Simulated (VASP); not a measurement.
# Sc2P2Se (P4/mbm) in VASP: single point with PBE

Aim: the single point of Sc2P2Se with PBE.

All numbers are computed with VASP 6.6.1; they aren't measurements. Logs are shortened: lines on timing, memory, paths and dates and some standing lists are left out, and cuts for length are marked.

**1. The cell of the first run**

It takes space group P4/mbm (No. 127, tetragonal). The conventional cell has a = 7.418 Å, b = 7.418 Å, c = 4.059 Å, α = 90.00°, β = 90.00°, γ = 90.00°. Within 3.9 Å of Sc (site symmetry m2m) lie 6 P at 2.93 to 3.02 Å and 4 Se at 3.41 Å and 5 Sc at 3.63 to 3.88 Å. P (site symmetry m2m) has 1 P at 2.63 Å and 2 Se at 2.93 Å and 6 Sc at 2.93 to 3.02 Å within 3.5 Å. Within 3.9 Å of Se (site symmetry 4/m) lie 4 P at 2.93 Å and 8 Sc at 3.41 Å.

**2. Single point, PBE**

Contents of INCAR:

```
ALGO = Normal
EDIFF = 1E-6
ENCUT = 520
GGA = PE
ISIF = 2
ISMEAR = -1
LASPH = T
LCHARG = F
LREAL = F
LWAVE = F
NBANDS = 49
NELM = 100
PREC = Accurate
SIGMA = 0.1
```

Contents of KPOINTS:

```
k-points
0
Gamma
  5 5 8
```

Contents of POSCAR:

```
Sc2P2Se
1.0
    7.4181690000      0.0000000000      0.0000000000
    0.0000000000      7.4181690000      0.0000000000
    0.0000000000      0.0000000000      4.0591250000
Sc P Se
4 4 2
Direct
    0.1731400000      0.6731400000      0.5000000000
    0.3268600000      0.1731400000      0.5000000000
    0.8268600000      0.3268600000      0.5000000000
    0.6731400000      0.8268600000      0.5000000000
    0.3747800000      0.8747800000      0.0000000000
    0.1252200000      0.3747800000      0.0000000000
    0.6252200000      0.1252200000      0.0000000000
    0.8747800000      0.6252200000      0.0000000000
    0.0000000000      0.0000000000      0.0000000000
    0.5000000000      0.5000000000      0.0000000000
```

Potentials or basis: VASP PAW PBE potentials, release 64 (Sc_sv, P, Se).

Command:

```
> cat potpaw_PBE.64/Sc_sv/POTCAR potpaw_PBE.64/P/POTCAR potpaw_PBE.64/Se/POTCAR > POTCAR
> mpirun -np 1 vasp_std > vasp.out
```

OUTCAR:

```text
EDIFF = 1E-6
   ENCUT = 520
   GGA = PE
   ISIF = 2
   ISMEAR = -1
   LASPH = T
   LREAL = F
   NELM = 100
   PREC = Accurate

 ion  position               nearest neighbor table
   1  0.173  0.673  0.500-   5 2.93   5 2.93   8 3.02   6 3.02   6 3.02   8 3.02
   2  0.327  0.173  0.500-   6 2.93   6 2.93   7 3.02   5 3.02   5 3.02   7 3.02
   3  0.827  0.327  0.500-   7 2.93   7 2.93   8 3.02   6 3.02   6 3.02   8 3.02
   4  0.673  0.827  0.500-   8 2.93   8 2.93   5 3.02   5 3.02   7 3.02   7 3.02
   5  0.375  0.875  0.000-   7 2.63   1 2.93   1 2.93   2 3.02   4 3.02   2 3.02   4 3.02
   6  0.125  0.375  0.000-   8 2.63   2 2.93   2 2.93   1 3.02   1 3.02   3 3.02   3 3.02
   7  0.625  0.125  0.000-   5 2.63   3 2.93   3 2.93   2 3.02   2 3.02   4 3.02   4 3.02
   8  0.875  0.625  0.000-   6 2.63   4 2.93   4 2.93   3 3.02   1 3.02   3 3.02   1 3.02
   9  0.000  0.000  0.000-
  10  0.500  0.500  0.000-

  LATTYP: Found a simple tetragonal cell.
 ALAT       =     7.4181690000
 C/A-ratio  =     0.5471869136

  Lattice vectors:

 A1 = (   7.4181690000,   0.0000000000,   0.0000000000)
 A2 = (   0.0000000000,   7.4181690000,   0.0000000000)
 A3 = (   0.0000000000,   0.0000000000,   4.0591250000)

Analysis of symmetry for initial positions (statically):
=====================================================================
 Subroutine PRICEL returns:
 Original cell was already a primitive cell.

 Routine SETGRP: Setting up the symmetry group for a
 simple tetragonal supercell.

 Subroutine GETGRP returns: Found 16 space group operations
 (whereof  8 operations were pure point group operations)
 out of a pool of 16 trial point group operations.

The static configuration has the point symmetry C_4h.
 The point group associated with its full space group is D_4h.

Analysis of symmetry for dynamics (positions and initial velocities):
=====================================================================
 Subroutine PRICEL returns:
 Original cell was already a primitive cell.

 Routine SETGRP: Setting up the symmetry group for a
 simple tetragonal supercell.

 Subroutine GETGRP returns: Found 16 space group operations
 (whereof  8 operations were pure point group operations)
 out of a pool of 16 trial point group operations.

The dynamic configuration has the point symmetry C_4h.
 The point group associated with its full space group is D_4h.

 Subroutine INISYM returns: Found 16 space group operations
 (whereof  8 operations are pure point group operations),
 and found     1 'primitive' translations

----------------------------------------------------------------------------------------

                                     Primitive cell

  volume of cell :     223.3705

  direct lattice vectors                    reciprocal lattice vectors
     7.418169000  0.000000000  0.000000000     0.134804155  0.000000000  0.000000000
     0.000000000  7.418169000  0.000000000     0.000000000  0.134804155  0.000000000
     0.000000000  0.000000000  4.059125000     0.000000000  0.000000000  0.246358513

  length of vectors
     7.418169000  7.418169000  4.059125000     0.134804155  0.134804155  0.246358513

  position of ions in fractional coordinates (direct lattice)
     0.173140000  0.673140000  0.500000000
     0.326860000  0.173140000  0.500000000
     0.826860000  0.326860000  0.500000000
     0.673140000  0.826860000  0.500000000
     0.374780000  0.874780000  0.000000000
     0.125220000  0.374780000  0.000000000
     0.625220000  0.125220000  0.000000000
     0.874780000  0.625220000  0.000000000
     0.000000000  0.000000000  0.000000000
     0.500000000  0.500000000  0.000000000

  ion indices of the primitive-cell ions
   primitive index   ion index
                 1           1
                 2           2
                 3           3
                 4           4
                 5           5
                 6           6
                 7           7
                 8           8
                 9           9
                10          10

----------------------------------------------------------------------------------------

 KPOINTS: k-points

Automatic generation of k-mesh.
 Grid dimensions read from file:
 generate k-points for:    5    5    8

 Generating k-lattice:

  Cartesian coordinates                     Fractional coordinates (reciprocal lattice)
     0.026960831  0.000000000  0.000000000     0.200000000  0.000000000  0.000000000
     0.000000000  0.026960831  0.000000000     0.000000000  0.200000000  0.000000000
     0.000000000  0.000000000  0.030794814     0.000000000  0.000000000  0.125000000

  Length of vectors
     0.026960831  0.026960831  0.030794814

  Shift w.r.t. Gamma in fractional coordinates (k-lattice)
     0.000000000  0.000000000  0.000000000

 Subroutine IBZKPT returns following result:
 ===========================================

 Found     30 irreducible k-points:

 Following reciprocal coordinates:
            Coordinates               Weight
  0.000000  0.000000  0.000000      1.000000
  0.200000  0.000000  0.000000      4.000000
  0.400000  0.000000  0.000000      4.000000
  0.200000  0.200000  0.000000      4.000000
  0.400000  0.200000  0.000000      8.000000
  0.400000  0.400000  0.000000      4.000000
[... 16 lines left out ...]
  0.400000  0.200000  0.375000     16.000000
  0.400000  0.400000  0.375000      8.000000
 [... further k-points ...]
   k-points           NKPTS =     30   k-points in BZ     NKDIM =     30   number of bands    NBANDS=     49
   number of dos      NEDOS =    301   number of ions     NIONS =     10
   total plane-waves  NPLWV =  94080
   dimension x,y,z NGX =    56 NGY =   56 NGZ =   30
   dimension x,y,z NGXF=   112 NGYF=  112 NGZF=   60
   ions per type =               4   4   2
   NGX,Y,Z   is equivalent  to a cutoff of  12.55, 12.55, 12.29 a.u.
   NGXF,Y,Z  is equivalent  to a cutoff of  25.10, 25.10, 24.57 a.u.
 SYSTEM =  unknown system
   PREC   = accura    normal or accurate (medium, high low for compatibility)
   ISTART =      0    job   : 0-new  1-cont  2-samecut
   ICHARG =      2    charge: 1-file 2-atom 10-const
   ISPIN  =      1    spin polarized calculation?
   LNONCOLLINEAR =      F non collinear calculations
   LSORBIT =      F    spin-orbit coupling
   LASPH  =      T    aspherical Exc in radial PAW
   ENCUT  =  520.0 eV  38.22 Ry    6.18 a.u.  13.79 13.79  7.55*2*pi/ulx,y,z
   NELM   =    100;   NELMIN=  2; NELMDL= -5     # of ELM steps
   EDIFF  = 0.1E-05   stopping-criterion for ELM
   LREAL  =      F    real-space projection
   EDIFFG = 0.1E-04   stopping-criterion for IOM
   NSW    =      0    number of steps for IOM
   IBRION =     -1    ionic relax: 0-MD 1-quasi-New 2-CG
   NFREE  =      0    steps in history (QN), initial steepest desc. (CG)
   ISIF   =      2    stress and relaxation
   ISYM   =      2    0-nonsym 1-usesym 2-fastsym
   POTIM  = 0.5000    time-step for ionic-motion
   TEBEG  =    0.0;   TEEND  =   0.0 temperature during run
   PSTRESS=    0.0 pullay stress
   NELECT =      76.0000    total number of electrons
   NUPDOWN=      -1.0000    fix difference up-down
   EMIN   =  10.00;   EMAX   =-10.00  energy-range for DOS
   EFERMI =   0.00;   METHOD = LEGACY
   ISMEAR =    -1;   SIGMA  =   0.10  broadening in eV -4-tet -1-fermi 0-gaus
   EFERMI_NEDOS =   21; number of points for ismear=-14 and -15
   IALGO  =     38    algorithm
   IMIX   =      4    mixing-type and parameters
     AMIX     =   0.40;   BMIX     =  1.00
     AMIX_MAG =   1.60;   BMIX_MAG =  1.00
  volume/ion in A,a.u.               =      22.34       150.74
  Fermi-wavevector in a.u.,A,eV,Ry     =   1.142889  2.159747 17.771867  1.306195
  Thomas-Fermi vector in A             =   2.279586
   LORBIT       =      0    0 simple, 1 ext, 2 COOP (PROOUT), +10 PAW based schemes
   GGA     = PE    functional components
   LHFCALC =     F    Hartree Fock is set to
   AEXX    =    0.0000 exact exchange contribution
   IVDW    =     0    specifies the selected vdW correction
   LEPSILON=     F    determine dielectric tensor
   LRPA    =     F    only Hartree local field effects (RPA)
 non-spin polarized calculation
  energy-cutoff  :      520.00
  volume of cell :      223.37
 maximum number of plane-waves:      6055
 NGX is ok and might be reduce to    56
   NGX = 27   NGY = 27   NGZ = 15

 number of electron      75.9999992 magnetization

 Free energy of the ion-electron system (eV)
  ---------------------------------------------------
  ext. energy  EPLUGINS =         0.00000000
  ---------------------------------------------------
  free energy    TOTEN  =       -59.45498937 eV

  energy without entropy =      -59.20476779  energy(sigma->0) =      -59.32987858

 E-fermi :   5.1165     XC(G=0):  -9.8629

 val. band max:        5.1051996532   @ k =   0.4000   0.4000   0.1250
 cond. band min:       5.1220442384   @ k =   0.4000   0.2000   0.3750
 fundamental gap:      0.0168445852
 Fermi energy:         5.1165090010

 k-point     1 :       0.0000    0.0000    0.0000
  band No.  band energies     occupation
      1     -45.5304      2.00000
      2     -45.5265      2.00000
      3     -45.5260      2.00000
      4     -45.5260      2.00000
      5     -24.2179      2.00000
      6     -24.2096      2.00000
[... 41 lines left out ...]
     48       6.4869      0.00000
     49       6.5228      0.00000

 k-point     2 :       0.2000    0.0000    0.0000
  band No.  band energies     occupation
      1     -45.5301      2.00000
      2     -45.5272      2.00000
      3     -45.5260      2.00000
      4     -45.5258      2.00000
      5     -24.2174      2.00000
      6     -24.2109      2.00000
[... 1136 lines left out ...]
 k-point    24 :       0.4000    0.4000    0.3750
  band No.  band energies     occupation
      1     -45.5278      2.00000
      2     -45.5275      2.00000
      3     -45.5252      2.00000
      4     -45.5251      2.00000
      5     -24.2084      2.00000
      6     -24.2069      2.00000
[... 41 lines left out ...]
     48       6.8644      0.00000
     49       6.9230      0.00000

 [... further k-points ...]

------------------------ aborting loop because EDIFF is reached ----------------------------------------

  FORCE on cell =-STRESS in cart. coord.  units (eV):
  Direction    XX          YY          ZZ          XY          YZ          ZX
  --------------------------------------------------------------------------------------
  -------------------------------------------------------------------------------------
  Total      -10.6732200    -10.6732200    -28.6870890      0.0000000      0.0000000     -0.0000000
  in kB      -76.5561650    -76.5561650   -205.7648519      0.0000000      0.0000000     -0.0000000
  external PRESSURE =    -119.6257273 kB  Pullay stress =       0.0000000 kB

 VOLUME and BASIS-vectors are now :
 -----------------------------------------------------------------------------
  energy-cutoff  :      520.00
  volume of cell :      223.37
      direct lattice vectors                 reciprocal lattice vectors
     7.418169000  0.000000000  0.000000000     0.134804155  0.000000000  0.000000000
     0.000000000  7.418169000  0.000000000     0.000000000  0.134804155  0.000000000
     0.000000000  0.000000000  4.059125000     0.000000000  0.000000000  0.246358513

 POSITION                                       TOTAL-FORCE (eV/Angst)
 -----------------------------------------------------------------------------------
      1.28438      4.99347      2.02956        -0.070775     -0.070775      0.000000
      2.42470      1.28438      2.02956         0.070775     -0.070775     -0.000000
      6.13379      2.42470      2.02956         0.070775      0.070775      0.000000
      4.99347      6.13379      2.02956        -0.070775      0.070775      0.000000
      2.78018      6.48927      0.00000         0.206365      0.206365      0.000000
      0.92890      2.78018      0.00000        -0.206365      0.206365     -0.000000
      4.63799      0.92890      0.00000        -0.206365     -0.206365      0.000000
      6.48927      4.63799      0.00000         0.206365     -0.206365      0.000000
      0.00000      0.00000      0.00000        -0.000000      0.000000      0.000000
      3.70908      3.70908      0.00000        -0.000000      0.000000      0.000000
 -----------------------------------------------------------------------------------
    total drift:                                0.000000     -0.000000      0.000000

  FREE ENERGIE OF THE ION-ELECTRON SYSTEM (eV)
  ---------------------------------------------------
  free  energy   TOTEN  =       -59.4549893702 eV

  energy  without entropy=      -59.2047677925  energy(sigma->0) =      -59.32987858
```

Run time: 10 min. Hardware: 1 thread of Oxide Virtual Turin-like, shared host; peak memory 0.41 GiB.

Results:

```
Free energy            : -59.4550 eV
Pressure               : -12.0 GPa
Largest force          : 0.292 eV/Å
Band gap on the k mesh : zero (bands 38 and 39 overlap by 0.60 eV)
```

Forces in eV/Å, atoms in the order of the input:
```
Sc  -0.071 -0.071  0.000
Sc   0.071 -0.071  0.000
Sc   0.071  0.071  0.000
Sc  -0.071  0.071  0.000
P    0.206  0.206  0.000
P   -0.206  0.206  0.000
P   -0.206 -0.206  0.000
P    0.206 -0.206  0.000
Se   0.000  0.000  0.000
Se   0.000  0.000  0.000
```

Caveat: the cell stands under tension.
